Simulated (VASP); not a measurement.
# HfHgF (P-6m2) in VASP: notebook

HfHgF is run at these levels: PBE; tasks: relaxation of cell and atoms, single point.

Everything below comes from runs of VASP 6.6.1. Logs are shortened: lines on timing, memory, paths and dates and some standing lists are left out, and cuts for length are marked.

## (1) The cell of the first run

The structure is hexagonal, space group P-6m2 (No. 187). The conventional cell has a = 4.830 Å, b = 4.830 Å, c = 3.081 Å, α = 90.00°, β = 90.00°, γ = 120.00°. Hf (site symmetry -6m2) has 3 Hg at 2.79 Å and 2 Hf at 3.08 Å and 6 F at 3.19 Å within 3.7 Å. Hg (site symmetry -6m2) has 3 Hf at 2.79 Å and 2 Hg at 3.08 Å and 6 F at 3.19 Å within 3.7 Å. F (site symmetry -6m2) has 2 F at 3.08 Å and 6 Hg at 3.19 Å and 6 Hf at 3.19 Å within 4.1 Å.

## (2) Relaxation of cell and atoms, PBE

File INCAR:

```
ALGO = Normal
EDIFF = 1E-6
EDIFFG = -0.04
ENCUT = 600
GGA = PE
IBRION = 2
ISIF = 3
ISMEAR = 0
LASPH = True
LCHARG = False
LREAL = False
LWAVE = False
NELM = 100
NSW = 90
PREC = Accurate
SIGMA = 0.1
```

File KPOINTS:

```
k-points
0
Gamma
  6 6 6
```

File POSCAR:

```
HfHgF
1.0
    4.8302313800      0.0000000000      0.0000000000
   -2.4151156900      4.1831030812      0.0000000000
    0.0000000000      0.0000000000      3.0810791053
Hf Hg F
1 1 1
Direct
    0.6666666667      0.3333333333      0.5000000000
    0.3333333333      0.6666666667      0.5000000000
    0.0000000000      0.0000000000      0.0000000000
```

Potentials or basis: VASP PAW PBE potentials, release 64 (Hf_pv, Hg, F).

On the command line:

```console
$ cat potpaw_PBE.64/Hf_pv/POTCAR potpaw_PBE.64/Hg/POTCAR potpaw_PBE.64/F/POTCAR > POTCAR
$ mpirun -np 1 vasp_std > vasp.out
```

OUTCAR:

```text
EDIFF = 1E-6
   EDIFFG = -0.04
   ENCUT = 600
   GGA = PE
   IBRION = 2
   ISIF = 3
   ISMEAR = 0
   LASPH = True
   LREAL = False
   NELM = 100
   NSW = 90
   PREC = Accurate

 ion  position               nearest neighbor table
   1  0.667  0.333  0.500-   2 2.79   2 2.79   2 2.79
   2  0.333  0.667  0.500-   1 2.79   1 2.79   1 2.79
   3  0.000  0.000  0.000-

  LATTYP: Found a hexagonal cell.
 ALAT       =     4.8302313800
 C/A-ratio  =     0.6378740195

  Lattice vectors:

 A1 = (   4.8302313800,   0.0000000000,   0.0000000000)
 A2 = (  -2.4151156900,   4.1831030812,   0.0000000000)
 A3 = (   0.0000000000,   0.0000000000,   3.0810791053)

Analysis of symmetry for initial positions (statically):
=====================================================================
 Subroutine PRICEL returns:
 Original cell was already a primitive cell.

 Routine SETGRP: Setting up the symmetry group for a
 hexagonal supercell.

 Subroutine GETGRP returns: Found 12 space group operations
 (whereof 12 operations were pure point group operations)
 out of a pool of 24 trial point group operations.

The static configuration has the point symmetry D_3h.

Analysis of symmetry for dynamics (positions and initial velocities):
=====================================================================
 Subroutine PRICEL returns:
 Original cell was already a primitive cell.

 Routine SETGRP: Setting up the symmetry group for a
 hexagonal supercell.

 Subroutine GETGRP returns: Found 12 space group operations
 (whereof 12 operations were pure point group operations)
 out of a pool of 24 trial point group operations.

The dynamic configuration has the point symmetry D_3h.

 Subroutine INISYM returns: Found 12 space group operations
 (whereof 12 operations are pure point group operations),
 and found     1 'primitive' translations

----------------------------------------------------------------------------------------

                                     Primitive cell

  volume of cell :      62.2543

  direct lattice vectors                    reciprocal lattice vectors
     4.830231380  0.000000000  0.000000000     0.207029420  0.119528491  0.000000000
    -2.415115690  4.183103081  0.000000000     0.000000000  0.239056982  0.000000000
     0.000000000  0.000000000  3.081079105     0.000000000  0.000000000  0.324561612

  length of vectors
     4.830231380  4.830231380  3.081079105     0.239056982  0.239056982  0.324561612

  position of ions in fractional coordinates (direct lattice)
     0.666666667  0.333333333  0.500000000
     0.333333333  0.666666667  0.500000000
     0.000000000  0.000000000  0.000000000

  ion indices of the primitive-cell ions
   primitive index   ion index
                 1           1
                 2           2
                 3           3

----------------------------------------------------------------------------------------

 KPOINTS: k-points

Automatic generation of k-mesh.
 Grid dimensions read from file:
 generate k-points for:    6    6    6

 Generating k-lattice:

  Cartesian coordinates                     Fractional coordinates (reciprocal lattice)
     0.034504903  0.019921415  0.000000000     0.166666667  0.000000000  0.000000000
     0.000000000  0.039842830  0.000000000     0.000000000  0.166666667  0.000000000
     0.000000000  0.000000000  0.054093602     0.000000000  0.000000000  0.166666667

  Length of vectors
     0.039842830  0.039842830  0.054093602

  Shift w.r.t. Gamma in fractional coordinates (k-lattice)
     0.000000000  0.000000000  0.000000000

 Subroutine IBZKPT returns following result:
 ===========================================

 Found     28 irreducible k-points:

 Following reciprocal coordinates:
            Coordinates               Weight
  0.000000  0.000000  0.000000      1.000000
  0.166667  0.000000  0.000000      6.000000
  0.333333  0.000000  0.000000      6.000000
  0.500000  0.000000  0.000000      3.000000
  0.166667  0.166667  0.000000      6.000000
  0.333333  0.166667  0.000000     12.000000
[... 16 lines left out ...]
  0.166667  0.000000  0.500000      6.000000
  0.333333  0.000000  0.500000      6.000000
 [... further k-points ...]
   k-points           NKPTS =     28   k-points in BZ     NKDIM =     28   number of bands    NBANDS=     18
   number of dos      NEDOS =    301   number of ions     NIONS =      3
   total plane-waves  NPLWV =  44800
   dimension x,y,z NGX =    40 NGY =   40 NGZ =   28
   dimension x,y,z NGXF=    80 NGYF=   80 NGZF=   56
   ions per type =               1   1   1
   NGX,Y,Z   is equivalent  to a cutoff of  13.77, 13.77, 15.11 a.u.
   NGXF,Y,Z  is equivalent  to a cutoff of  27.53, 27.53, 30.22 a.u.
 SYSTEM =  unknown system
   PREC   = accura    normal or accurate (medium, high low for compatibility)
   ISTART =      0    job   : 0-new  1-cont  2-samecut
   ICHARG =      2    charge: 1-file 2-atom 10-const
   ISPIN  =      1    spin polarized calculation?
   LNONCOLLINEAR =      F non collinear calculations
   LSORBIT =      F    spin-orbit coupling
   LASPH  =      T    aspherical Exc in radial PAW
   ENCUT  =  600.0 eV  44.10 Ry    6.64 a.u.   9.65  9.65  6.15*2*pi/ulx,y,z
   NELM   =    100;   NELMIN=  2; NELMDL= -5     # of ELM steps
   EDIFF  = 0.1E-05   stopping-criterion for ELM
   LREAL  =      F    real-space projection
   EDIFFG = -.4E-01   stopping-criterion for IOM
   NSW    =     90    number of steps for IOM
   IBRION =      2    ionic relax: 0-MD 1-quasi-New 2-CG
   NFREE  =      1    steps in history (QN), initial steepest desc. (CG)
   ISIF   =      3    stress and relaxation
   ISYM   =      2    0-nonsym 1-usesym 2-fastsym
   POTIM  = 0.5000    time-step for ionic-motion
   TEBEG  =    0.0;   TEEND  =   0.0 temperature during run
   PSTRESS=    0.0 pullay stress
   NELECT =      29.0000    total number of electrons
   NUPDOWN=      -1.0000    fix difference up-down
   EMIN   =  10.00;   EMAX   =-10.00  energy-range for DOS
   EFERMI =   0.00;   METHOD = LEGACY
   ISMEAR =     0;   SIGMA  =   0.10  broadening in eV -4-tet -1-fermi 0-gaus
   EFERMI_NEDOS =   21; number of points for ismear=-14 and -15
   IALGO  =     38    algorithm
   IMIX   =      4    mixing-type and parameters
     AMIX     =   0.40;   BMIX     =  1.00
     AMIX_MAG =   1.60;   BMIX_MAG =  1.00
  volume/ion in A,a.u.               =      20.75       140.04
  Fermi-wavevector in a.u.,A,eV,Ry     =   1.269067  2.398188 21.912588  1.610530
  Thomas-Fermi vector in A             =   2.402128
   LORBIT       =      0    0 simple, 1 ext, 2 COOP (PROOUT), +10 PAW based schemes
   GGA     = PE    functional components
   LHFCALC =     F    Hartree Fock is set to
   AEXX    =    0.0000 exact exchange contribution
   IVDW    =     0    specifies the selected vdW correction
   LEPSILON=     F    determine dielectric tensor
   LRPA    =     F    only Hartree local field effects (RPA)
 conjugate gradient relaxation of ions
 non-spin polarized calculation
 Gauss-broadening in eV      SIGMA  =   0.10
  energy-cutoff  :      600.00
  volume of cell :       62.25
 maximum number of plane-waves:      2101
 NGX is ok and might be reduce to    40
   NGX = 19   NGY = 19   NGZ = 13

--------------------------------------- Ionic step        1  -------------------------------------------

 number of electron      28.9999994 magnetization

 Free energy of the ion-electron system (eV)
  ---------------------------------------------------
  ext. energy  EPLUGINS =         0.00000000
  ---------------------------------------------------
  free energy    TOTEN  =       -12.30207499 eV

  energy without entropy =      -12.28415957  energy(sigma->0) =      -12.29311728

------------------------ aborting loop because EDIFF is reached ----------------------------------------

  FORCE on cell =-STRESS in cart. coord.  units (eV):
  Direction    XX          YY          ZZ          XY          YZ          ZX
  --------------------------------------------------------------------------------------
  -------------------------------------------------------------------------------------
  Total       -0.4250122     -0.4250122     -0.6613212      0.0000000      0.0000000      0.0000000
  in kB      -10.9381182    -10.9381182    -17.0197704      0.0000000      0.0000000      0.0000000
  external PRESSURE =     -12.9653356 kB  Pullay stress =       0.0000000 kB
[... 96 lines left out ...]
  energy  without entropy=      -12.2907523336  energy(sigma->0) =      -12.29934083

--------------------------------------- Ionic step        4  -------------------------------------------

 number of electron      28.9999997 magnetization

 Free energy of the ion-electron system (eV)
  ---------------------------------------------------
  ext. energy  EPLUGINS =         0.00000000
  ---------------------------------------------------
  free energy    TOTEN  =       -12.30845635 eV

  energy without entropy =      -12.29158531  energy(sigma->0) =      -12.30002083

 E-fermi :   2.9911     XC(G=0): -10.3865

 val. band max:        2.9841483161   @ k =   0.1667   0.0000   0.3333
 cond. band min:       3.0152919801   @ k =   0.1667   0.1667   0.3333
 fundamental gap:      0.0311436640
 Fermi energy:         2.9911100584

 k-point     1 :       0.0000    0.0000    0.0000
  band No.  band energies     occupation
      1     -29.0138      2.00000
      2     -29.0138      2.00000
      3     -28.4176      2.00000
      4     -19.2432      2.00000
      5      -5.3177      2.00000
      6      -4.8410      2.00000
[... 10 lines left out ...]
     17       6.3745      0.00000
     18       6.3745      0.00000
[... 466 lines left out ...]
      2     -28.9575      2.00000
      3     -28.9523      2.00000
      4     -19.1037      2.00000
      5      -4.9534      2.00000
      6      -4.8756      2.00000
[... 10 lines left out ...]
     17       4.0960      0.00000
     18       5.1008      0.00000

 [... further k-points ...]
[... 5 lines left out ...]
  --------------------------------------------------------------------------------------
  -------------------------------------------------------------------------------------
  Total        0.0208738      0.0208738     -0.0430111      0.0000000     -0.0000000      0.0000000
  in kB        0.5491875      0.5491875     -1.1316163      0.0000000     -0.0000000      0.0000000
  external PRESSURE =      -0.0110805 kB  Pullay stress =       0.0000000 kB
[... 18 lines left out ...]
  FREE ENERGIE OF THE ION-ELECTRON SYSTEM (eV)
  ---------------------------------------------------
  free  energy   TOTEN  =       -12.3084563466 eV

  energy  without entropy=      -12.2915853062  energy(sigma->0) =      -12.30002083

 reached required accuracy - stopping structural energy minimisation
```

Run time: 1.7 min. Hardware: 1 thread of Intel Xeon Platinum 8488C (Sapphire Rapids), shared host; peak memory 0.23 GiB.

What came out:

| Quantity | Value |
| --- | --- |
| Free energy | -12.3085 eV |
| Relaxed volume | 20.30 Å³/atom |
| Relaxed cell | a = 4.808 Å, b = 4.808 Å, c = 3.042 Å, α = 90.00°, β = 90.00°, γ = 120.00° |
| Space group after relaxing (to 0.05 Å) | P-6m2 (No. 187) |
| Energy gained by relaxing | 2.1 meV/atom |
| Ionic steps | 4 |
| Pressure after relaxing | 0.0 GPa |

The path:
```
step  energy change (eV)  largest force (eV/Å)  pressure (GPa)  volume (Å³)
   1              0.0000                0.0000           -1.30        62.25
   2             -0.0058                0.0000            0.26        60.75
   3             -0.0059                0.0000            0.07        60.91
   4             -0.0064                0.0000            0.00        60.90
```

Final structure:
```yaml
crystal:
  lattice:
    - [4.80774, 0.00000, 0.00000]
    - [-2.40387, 4.16362, 0.00000]
    - [0.00000, 0.00000, 3.04214]
  atoms:
    - { symbol: Hf, position: [0.66667, 0.33333, 0.50000] }
    - { symbol: Hg, position: [0.33333, 0.66667, 0.50000] }
    - { symbol: F, position: [0.00000, 0.00000, 0.00000] }
```

Caveat: spin-orbit coupling is left out, which moves the levels of the heavy elements; an odd number of electrons without spin polarisation forces a metal; a magnetic or distorted state may lie lower.

## (3) Single point, PBE

This run uses another cell than the first one, of 24.03 Å³/atom, 1.158 times its volume.

File INCAR:

```
SYSTEM = HfHgF
  ALGO = Normal
  EDIFF = 1E-6
  ENCUT = 520
  GGA = PE
  ISIF = 2
  ISMEAR = 0
  LASPH = .TRUE.
  LCHARG = .FALSE.
  LREAL = .FALSE.
  LWAVE = .FALSE.
  NBANDS = 22
  NELM = 100
  PREC = Accurate
  SIGMA = 0.1
```

File KPOINTS:

```
k-points
0
G
  6 6 4
  0 0 0
```

File POSCAR:

```
HfHgF
1.0
    4.0941152500      0.0000000000      0.0000000000
   -2.0470576300      3.5456078100      0.0000000000
    0.0000000000      0.0000000000      4.9668448100
Hf Hg F
1 1 1
Direct
    0.6666666700      0.3333333300      0.5000000000
    0.3333333300      0.6666666700      0.5000000000
    0.0000000000      0.0000000000      0.0000000000
```

Potentials or basis: VASP PAW PBE potentials, release 64 (Hf_pv, Hg, F).

On the command line:

```console
$ cat potpaw_PBE.64/Hf_pv/POTCAR potpaw_PBE.64/Hg/POTCAR potpaw_PBE.64/F/POTCAR > POTCAR
$ mpirun -np 1 vasp_std > vasp.out
```

It took 45 s on 1 thread of Intel Xeon Platinum 8488C (Sapphire Rapids), shared host; peak memory 0.2 GiB.

Results (log left out):

- Free energy: -8.4931 eV
- Pressure: 24.2 GPa

Stress tensor (GPa, compression positive):
```
39.74  0.00  0.00
 0.00 39.74  0.00
 0.00  0.00 -6.75
```

Levels at points of the mesh, in eV from the Fermi level:
| k point | band 12 | band 13 | band 14 | band 15 | band 16 | band 17 | band 18 | band 19 |
| --- | --- | --- | --- | --- | --- | --- | --- | --- |
| (0.00, 0.00, 0.00) | -2.62 | -2.62 | -0.56 | -0.56 | 0.70 | 1.85 | 1.85 | 2.82 |
| (0.50, 0.00, 0.00) | -2.69 | -2.67 | -1.33 | 0.10 | 1.01 | 2.14 | 2.33 | 3.72 |
| (0.00, 0.00, 0.50) | -2.58 | -2.40 | -0.66 | -0.66 | 0.29 | 1.84 | 1.85 | 1.85 |
| (0.50, 0.00, 0.50) | -3.19 | -2.64 | -0.31 | -0.20 | 1.48 | 2.18 | 2.34 | 3.76 |

Caveat: spin-orbit coupling is left out, which moves the levels of the heavy elements; an odd number of electrons without spin polarisation forces a metal; a magnetic or distorted state may lie lower.
